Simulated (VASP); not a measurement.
B, 1 atom in the cell. The structure is cubic, space group Fm-3m (No. 225). The conventional cell has a = 2.856 Å, b = 2.856 Å, c = 2.856 Å, α = 90.00°, β = 90.00°, γ = 90.00°. B (site symmetry m-3m) has 12 B at 2.02 Å within 2.7 Å. 

```yaml
Program: VASP 6.6.1
Task: single point
Functional: PBEsol
Potentials_or_basis: VASP PAW PBE potentials, release 64 (B)
Cutoff: 500 eV
k_mesh: 23 × 23 × 23
Occupations: fermi-dirac, width 0.08 eV
Spin: no spin polarisation
Dipole_correction: no
Further_INCAR_settings: ALGO = Normal; EDIFF = 1e-06; NBANDS = 8
```

Potentials or basis: VASP PAW PBE potentials, release 64 (B).

Command:

```console
$ cat potpaw_PBE.64/B/POTCAR > POTCAR
$ mpirun -np 1 vasp_std > vasp.out
```

Hardware: 1 thread of Intel Xeon 6975P-C, with other jobs on the host.

Question: Estimate the wall time of this run.

Answer: Wall time 8.8 s on 1 thread of Intel Xeon 6975P-C, on a shared host, peak memory 0.12 GiB. Counts: scf iterations 8, k points 364.
